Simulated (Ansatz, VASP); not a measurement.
# One calculation of Si2Mo, two programs

```
Si Mo
1.0
    -1.60842    1.60842    3.93651
     1.60842   -1.60842    3.93651
     1.60842    1.60842   -3.93651
Si Mo
2 1
Direct
  0.33510 0.33510 0.00000
  0.66490 0.66490 0.00000
  0.00000 0.00000 0.00000
```

Alike in both runs: functional PBE; k mesh 18 × 18 × 18; occupations gaussian, width 0.1 eV; no spin polarisation.

Ansatz relaxed the structure, and its values are those at the end. VASP's run is a single point on that final structure, the one shown.

|  | VASP | Ansatz |
| --- | --- | --- |
| version | VASP 6.6.1 | Ansatz 0.2.0 |
| potentials or method | VASP PAW PBE potentials, release 64 (Si, Mo_sv), cutoff 520 eV | scalar-relativistic, plane waves, PAW |
| valence electrons in the cell | 22 | 22 |

|  | VASP | Ansatz | Ansatz less VASP |
| --- | --- | --- | --- |
| gap on the k mesh at the Fermi level (eV) | none | none | - |
| pressure (GPa) | 0.2 | 0.0 | -0.15 |

A gap of «none» marks a metal or a gap that the smearing closes. With one functional, cell and mesh, what is left measures potentials, basis and numerics.
